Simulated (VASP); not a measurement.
Here is a VASP 6.6.1 calculation.

INCAR

```
SYSTEM = Ir
PREC     = Accurate       ! precision mode
ENCUT    = 500            ! plane-wave cutoff, eV
EDIFF    = 1E-6           ! SCF threshold, eV
ISMEAR   = -1             ! smearing method
SIGMA    = 0.05           ! smearing width, eV
LREAL    = .FALSE.        ! projectors in reciprocal space
LASPH    = .TRUE.         ! aspherical terms in the spheres
NELM     = 120            ! most SCF steps
ALGO     = Normal         ! electronic algorithm
ISIF     = 2              ! what is computed and relaxed
LWAVE    = .FALSE.        ! write WAVECAR
LCHARG   = .TRUE.         ! write CHGCAR
GGA      = PS             ! functional
LELF     = .TRUE.         ! ELF
LVHAR    = .TRUE.       
NBANDS   = 16             ! bands
GGA_COMPAT= .FALSE.
```

The input KPOINTS:

```
regular mesh
0
G
  11 11 6
  0 0 0
```

Contents of POSCAR:

```
Ir
1.0
    2.6585773234      0.0000000000      0.0000000000
   -1.3292886617      2.3023954999      0.0000000000
    0.0000000000      0.0000000000      4.3171877444
Ir
2
Direct
    0.3333333333      0.6666666667      0.2500000000
    0.6666666667      0.3333333333      0.7500000000
```

Potentials or basis: VASP PAW PBE potentials, release 64 (Ir).

Launch:

```sh
$ cat potpaw_PBE.64/Ir/POTCAR > POTCAR
$ mpirun -np 1 vasp_std > vasp.out
```

Q: Estimate the band gap on the k mesh.

A: Zero (band 9 reaches 12.73 eV, above the bottom of band 10 at 9.07 eV).

Q: Estimate the pressure.

A: 31.6 GPa.

Stress tensor (GPa, compression positive):
```
31.56  0.00  0.00
 0.00 31.56  0.00
 0.00  0.00 31.65
```

Caveat: the PAW data sets were made with another functional, which shifts forces and pressure a little; spin-orbit coupling is left out, which moves the levels of the heavy elements.
